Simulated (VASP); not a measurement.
# CO2 (Cmce) in VASP: notebook, part 2 of 2

VASP 6.6.1.

## (3) Relaxation of cell and atoms, LDA

This run uses another cell than the first one, of 13.82 Å³/atom, 1.119 times its volume.

INCAR

```
SYSTEM = CO2
PREC = Accurate ; ENCUT = 600
EDIFF = 1E-6 ; ISMEAR = 0
SIGMA = 0.02 ; LREAL = .FALSE.
LASPH = .TRUE. ; NELM = 60
ALGO = Normal ; ISIF = 3
LWAVE = .FALSE. ; LCHARG = .FALSE.
GGA = CA ; IBRION = 2
NSW = 100 ; EDIFFG = -0.005
```

KPOINTS

```
Automatic mesh
0
G
  6 6 4
  0 0 0
```

POSCAR

```
CO2
1.0
    2.6359112300     -2.3873781200      0.0000000000
    2.6359112300      2.3873781200      0.0000000000
    0.0000000000      0.0000000000      6.5871749100
C O
2 4
Direct
    0.0000000000      0.0000000000      0.0000000000
    0.5000000000      0.5000000000      0.5000000000
    0.8065085700      0.1934914300      0.8918433900
    0.1934914300      0.8065085700      0.1081566100
    0.6934914300      0.3065085700      0.3918433900
    0.3065085700      0.6934914300      0.6081566100
```

Potentials or basis: VASP PAW LDA potentials, release 64 (C, O).

On the command line:

```sh
> cat potpaw_LDA.64/C/POTCAR potpaw_LDA.64/O/POTCAR > POTCAR
> mpirun -np 1 vasp_std > vasp.out
```

OUTCAR:

```text
SYSTEM = CO2
   PREC = Accurate
   ENCUT = 600
   EDIFF = 1E-6
   ISMEAR = 0
   LREAL = .FALSE.
   LASPH = .TRUE.
   NELM = 60
   ISIF = 3
   GGA = CA
   IBRION = 2
   NSW = 100
   EDIFFG = -0.005

 ion  position               nearest neighbor table
   1  0.000  0.000  0.000-   3 1.17   4 1.17
   2  0.500  0.500  0.500-   5 1.17   6 1.17
   3  0.807  0.193  0.892-   1 1.17
   4  0.193  0.807  0.108-   1 1.17
   5  0.693  0.307  0.392-   2 1.17
   6  0.307  0.693  0.608-   2 1.17

  LATTYP: Found a base centered orthorhombic cell.
 ALAT       =     4.7747562400
 B/A-ratio  =     1.1041029521
 C/A-ratio  =     1.3795834968
[... 392 lines left out ...]
--------------------------------------- Ionic step       55  -------------------------------------------

 number of electron      32.0000003 magnetization

 Free energy of the ion-electron system (eV)
  ---------------------------------------------------
  ext. energy  EPLUGINS =         0.00000000
  ---------------------------------------------------
  free energy    TOTEN  =       -49.82777942 eV

  energy without entropy =      -49.82777942  energy(sigma->0) =      -49.82777942

 E-fermi :  -2.1452     XC(G=0):  -9.6033

 val. band max:       -2.2379363333   @ k =   0.5000   0.5000   0.0000
 cond. band min:       4.1792885387   @ k =   0.0000   0.0000   0.0000
 fundamental gap:      6.4172248720
 Fermi energy:        -2.1451856574

 k-point     1 :       0.0000    0.0000    0.0000
  band No.  band energies     occupation
      1     -23.1951      2.00000
      2     -22.8774      2.00000
      3     -21.8817      2.00000
      4     -21.7599      2.00000
      5      -7.9259      2.00000
      6      -7.5368      2.00000
[... 541 lines left out ...]
     19       6.3259      0.00000
     20       6.4685      0.00000

 [... further k-points ...]
[... 5 lines left out ...]
  --------------------------------------------------------------------------------------
  -------------------------------------------------------------------------------------
  Total       -0.0181051     -0.0072897      0.0088591      0.0000000      0.0000000      0.0000000
  in kB       -0.4053107     -0.1631904      0.1983251      0.0000000      0.0000000      0.0000000
  external PRESSURE =      -0.1233920 kB  Pullay stress =       0.0000000 kB
[... 21 lines left out ...]
  FREE ENERGIE OF THE ION-ELECTRON SYSTEM (eV)
  ---------------------------------------------------
  free  energy   TOTEN  =       -49.8277794232 eV

  energy  without entropy=      -49.8277794232  energy(sigma->0) =      -49.82777942

 reached required accuracy - stopping structural energy minimisation
```

OSZICAR:

```text
N       E                     dE             d eps       ncg     rms          rms(c)
DAV:   1     0.209485096636E+03    0.20949E+03   -0.18588E+04  1560   0.165E+03
DAV:   2    -0.399532925524E+02   -0.24944E+03   -0.24065E+03  2264   0.338E+02
DAV:   3    -0.529427438855E+02   -0.12989E+02   -0.12937E+02  1784   0.841E+01
[... 377 lines left out ...]
DAV:   3    -0.498277802667E+02    0.56205E-05   -0.11653E-05  1780   0.260E-02    0.570E-03
DAV:   4    -0.498277794254E+02    0.84125E-06   -0.14726E-06   928   0.107E-02
  54 F= -.49827779E+02 E0= -.49827779E+02  d E =-.344928E-05
       N       E                     dE             d eps       ncg     rms          rms(c)
DAV:   1    -0.498277795090E+02    0.75766E-06   -0.13952E-05  1568   0.323E-02    0.226E-03
DAV:   2    -0.498277794232E+02    0.85811E-07   -0.39531E-07   792   0.530E-03
  55 F= -.49827779E+02 E0= -.49827779E+02  d E =-.344706E-05
```

CONTCAR:

```text
CO2
   1.00000000000000
     2.5411906717246655   -2.2919953846539185   -0.0000000000000000
     2.5411906717246655    2.2919953846539185    0.0000000000000000
     0.0000000000000000    0.0000000000000000    6.1438910346604354
  C               O
     2     4
Direct
     0.0000000000000000    0.0000000000000000    0.0000000000000000
     0.5000000000000000    0.5000000000000000    0.5000000000000000
     0.7920980911339912    0.2079019088660090    0.8903931567736955
     0.2079019088660090    0.7920980911339912    0.1096068432263048
     0.7079019088660088    0.2920980911339907    0.3903931567736955
     0.2920980911339907    0.7079019088660088    0.6096068432263045

  0.00000000E+00  0.00000000E+00  0.00000000E+00
  0.00000000E+00  0.00000000E+00  0.00000000E+00
  0.00000000E+00  0.00000000E+00  0.00000000E+00
  0.00000000E+00  0.00000000E+00  0.00000000E+00
  0.00000000E+00  0.00000000E+00  0.00000000E+00
  0.00000000E+00  0.00000000E+00  0.00000000E+00
```

Run time: 28 min. Hardware: 1 thread of Intel Xeon 6975P-C, shared host; peak memory 0.21 GiB.

What came out:

| Property | Result |
| --- | --- |
| Free energy | -49.8278 eV |
| Relaxed volume | 11.93 Å³/atom |
| Relaxed cell | a = 3.422 Å, b = 3.422 Å, c = 6.144 Å, α = 90.00°, β = 90.00°, γ = 84.10° |
| Space group after relaxing (to 0.05 Å) | Cmce (No. 64) |
| Energy gained by relaxing | 12.3 meV/atom |
| Ionic steps | 55 |
| Pressure after relaxing | 0.0 GPa |
| Largest force after relaxing | 0.004 eV/Å |
| Band gap on the k mesh | 6.42 eV, indirect (least direct gap 7.16 eV) |

Forces in eV/Å, atoms in the order of the input:
```
C    0.000  0.000  0.000
C    0.000  0.000  0.000
O    0.000 -0.001 -0.004
O    0.000  0.001  0.004
O    0.000  0.001 -0.004
O    0.000 -0.001  0.004
```

Step by step:
| step | energy change (eV) | largest force (eV/Å) | pressure (GPa) | volume (Å³) |
| --- | --- | --- | --- | --- |
| 1 | 0.0000 | 0.1671 | -1.08 | 82.91 |
| 3 | -0.0118 | 0.5812 | -3.23 | 81.06 |
| 5 | -0.0174 | 0.5610 | -3.13 | 80.49 |
| 7 | -0.0401 | 0.4640 | -2.66 | 77.97 |
| 9 | -0.0630 | 0.0089 | 0.89 | 68.40 |
| 11 | -0.0715 | 0.1394 | -0.48 | 71.39 |
| 13 | -0.0719 | 0.0091 | -0.04 | 71.61 |
| 15 | -0.0721 | 0.0110 | -0.02 | 71.56 |
| 17 | -0.0726 | 0.0216 | 0.08 | 71.33 |
| 19 | -0.0730 | 0.0453 | -0.05 | 71.02 |
| 21 | -0.0731 | 0.0308 | -0.02 | 71.03 |
| 23 | -0.0734 | 0.0896 | -0.21 | 71.09 |
| 25 | -0.0735 | 0.0471 | -0.07 | 71.09 |
| 27 | -0.0736 | 0.0172 | 0.12 | 71.09 |
| 29 | -0.0736 | 0.0166 | 0.10 | 71.11 |
| 31 | -0.0737 | 0.0174 | 0.03 | 71.20 |
| 33 | -0.0738 | 0.0323 | 0.14 | 71.34 |
| 35 | -0.0738 | 0.0202 | 0.09 | 71.35 |
| 37 | -0.0740 | 0.0147 | -0.05 | 71.54 |
| 39 | -0.0740 | 0.0215 | -0.09 | 71.60 |
| 41 | -0.0740 | 0.0102 | 0.00 | 71.61 |
| 43 | -0.0740 | 0.0032 | -0.04 | 71.64 |
| 45 | -0.0741 | 0.0068 | -0.07 | 71.66 |
| 47 | -0.0741 | 0.0107 | 0.00 | 71.65 |
| 49 | -0.0741 | 0.0109 | -0.06 | 71.59 |
| 51 | -0.0741 | 0.0072 | -0.08 | 71.60 |
| 53 | -0.0741 | 0.0094 | -0.07 | 71.59 |
| 55 | -0.0741 | 0.0043 | -0.01 | 71.57 |

Final structure:
```
C O
1.0
     2.54119   -2.29200    0.00000
     2.54119    2.29200    0.00000
     0.00000    0.00000    6.14389
C O
2 4
Direct
  0.00000 0.00000 0.00000
  0.50000 0.50000 0.50000
  0.79210 0.20790 0.89039
  0.20790 0.79210 0.10961
  0.70790 0.29210 0.39039
  0.29210 0.70790 0.60961
```

A k mesh can miss the band edges.

## (4) Relaxation of cell and atoms, LDA

INCAR

```
ALGO = Normal ; EDIFF = 1E-6
EDIFFG = -0.005 ; ENCUT = 600
IBRION = 2 ; ISIF = 3
ISMEAR = 0 ; LASPH = True
LCHARG = False ; LREAL = False
LWAVE = False ; NELM = 80
NSW = 100 ; PREC = Accurate
SIGMA = 0.02
```

KPOINTS

```
k-points
0
Gamma
  8 8 4
```

POSCAR

```
CO2
1.0
    2.5668493656     -2.3239866675      0.0000000000
    2.5668493656      2.3239866675      0.0000000000
    0.0000000000      0.0000000000      6.2186627149
C O
2 4
Direct
    0.0000000000      0.0000000000      0.0000000000
    0.5000000000      0.5000000000      0.5000000000
    0.7973558716      0.2026441284      0.8910102696
    0.2026441284      0.7973558716      0.1089897304
    0.7026441284      0.2973558716      0.3910102696
    0.2973558716      0.7026441284      0.6089897304
```

On the command line:

```sh
> cat potpaw_LDA.64/C/POTCAR potpaw_LDA.64/O/POTCAR > POTCAR
> mpirun -np 1 vasp_std > vasp.out
```

Run time: 11 min. Hardware: 1 thread of Intel Xeon 6975P-C, shared host; peak memory 0.22 GiB.

The run converged. Its results:

```
Free energy                            : -49.7975 eV
Relaxed volume                         : 11.93 Å³/atom
Relaxed cell                           : a = 3.423 Å, b = 3.423 Å, c = 6.135 Å, α = 90.00°, β = 90.00°, γ = 84.63°
Space group after relaxing (to 0.05 Å) : Cmce (No. 64)
Energy gained by relaxing              : 2.6 meV/atom
Ionic steps                            : 11
Pressure after relaxing                : 0.0 GPa
Band gap on the k mesh                 : 6.41 eV, indirect (least direct gap 7.15 eV)
```

Forces on the atoms (eV/Å):
```
C    0.000  0.000  0.000
C    0.000  0.000  0.000
O    0.000  0.002  0.001
O    0.000 -0.002 -0.001
O    0.000 -0.002  0.001
O    0.000  0.002 -0.001
```

Stress tensor (GPa, compression positive):
```
 0.03  0.00  0.00
 0.00 -0.06  0.00
 0.00  0.00  0.01
```

Step by step:
```
step  energy change (eV)  largest force (eV/Å)  pressure (GPa)  volume (Å³)
   1              0.0000                0.7711            1.96        74.19
   2              0.4069                4.2095          -14.82        75.82
   3             -0.0099                0.0139           -0.64        74.40
   4             -0.0100                0.0273           -0.49        74.39
   5             -0.0100                0.0408           -0.45        74.38
   6             -0.0111                0.0393           -0.40        74.07
   7             -0.0137                0.0362           -0.23        73.12
   8             -0.0153                0.0348            0.18        71.26
   9             -0.0154                0.0349            0.11        71.56
  10             -0.0107                0.4961           -1.68        71.59
  11             -0.0154                0.0023            0.00        71.56
```

Final structure:
```
C O
1.0
     2.53113   -2.30424    0.00000
     2.53113    2.30424    0.00000
     0.00000    0.00000    6.13457
C O
2 4
Direct
  0.00000 0.00000 0.00000
  0.50000 0.50000 0.50000
  0.79404 0.20596 0.88932
  0.20596 0.79404 0.11068
  0.70596 0.29404 0.38932
  0.29404 0.70596 0.61068
```

Levels at points of the mesh, in eV from the valence-band top:
| k point | band 12 | band 13 | band 14 | band 15 | band 16 | band 17 | band 18 | band 19 | band 20 |
| --- | --- | --- | --- | --- | --- | --- | --- | --- | --- |
| (0.00, 0.00, 0.00) | -3.38 | -1.41 | -1.40 | -0.85 | -0.74 | 6.41 | 6.41 | 7.23 | 7.38 |
| (0.50, 0.00, 0.00) | -3.71 | -0.98 | -0.98 | -0.40 | -0.40 | 7.08 | 7.08 | 8.33 | 8.33 |
| (0.50, 0.50, 0.00) | -3.48 | -1.50 | -0.94 | -0.44 | 0.00 | 7.38 | 8.76 | 8.81 | 8.98 |
| (0.00, 0.00, 0.50) | -3.54 | -1.14 | -1.14 | -1.05 | -1.05 | 6.87 | 6.87 | 7.59 | 7.59 |
| (0.50, 0.00, 0.50) | -3.55 | -1.10 | -1.10 | -0.36 | -0.36 | 7.20 | 7.20 | 8.41 | 8.41 |
| (0.50, 0.50, 0.50) | -4.15 | -1.01 | -1.01 | -0.43 | -0.43 | 8.15 | 8.15 | 8.77 | 8.77 |

A k mesh can miss the band edges. As with any semilocal functional, this LDA gap is likely too small.

## (5) The runs side by side

| task | cell | k mesh | cutoff (eV) | gap on the mesh (eV) | pressure (GPa) | relaxed volume (Å³/atom) |
| --- | --- | --- | --- | --- | --- | --- |
| single point | a = 3.461, b = 3.461, c = 6.213 Å, angles 90.0, 90.0, 84.3°, 6 atoms | 8 × 8 × 4 | 520 | 6.44 | 2.3 | - |
| relaxation of cell and atoms | relaxed from a = 3.556, b = 3.556, c = 6.587 Å, angles 90.0, 90.0, 84.3°, 6 atoms | 6 × 6 × 4 | 600 | 6.42 | 0.0 | 11.93 |
| relaxation of cell and atoms | relaxed from a = 3.463, b = 3.463, c = 6.219 Å, angles 90.0, 90.0, 84.3°, 6 atoms | 8 × 8 × 4 | 600 | 6.41 | 0.0 | 11.93 |

Alike in all rows: level LDA; potentials or basis VASP PAW LDA potentials, release 64 (C, O); no spin polarisation; smearing gaussian 0.02 eV.

Total energies depend on the potentials used, so only differences within one code and one set of settings carry meaning.
